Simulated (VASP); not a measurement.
A run of VASP 6.6.1:

INCAR

```
SYSTEM = CsH
ALGO = Normal
EDIFF = 1E-6
ENCUT = 520
ISIF = 2
ISMEAR = -1
LASPH = .TRUE.
LCHARG = .FALSE.
LREAL = .FALSE.
LWAVE = .FALSE.
NBANDS = 12
NELM = 60
PREC = Accurate
SIGMA = 0.05
```

KPOINTS

```
k-points
0
G
  12 12 12
  0 0 0
```

The input POSCAR:

```
CsH
1.0
    0.0000000000      2.4191521171      2.4191521171
    2.4191521171      0.0000000000      2.4191521171
    2.4191521171      2.4191521171      0.0000000000
Cs H
1 1
Direct
    0.0000000000      0.0000000000      0.0000000000
    0.5000000000      0.5000000000      0.5000000000
```

Potentials or basis: VASP PAW LDA potentials, release 64 (Cs_sv, H).

Run with:

```console
$ cat potpaw_LDA.64/Cs_sv/POTCAR potpaw_LDA.64/H/POTCAR > POTCAR
$ mpirun -np 1 vasp_std > vasp.out
```

Hardware: 1 thread of AMD EPYC 9R45 96-Core Processor (Zen 5), with other jobs on the host.

Task: How long does it take, and how much memory?

Result: It took 16 s on 1 thread of AMD EPYC 9R45 96-Core Processor (Zen 5) (shared host), peak memory 0.12 GiB. Counts: scf iterations 13, k points 72.
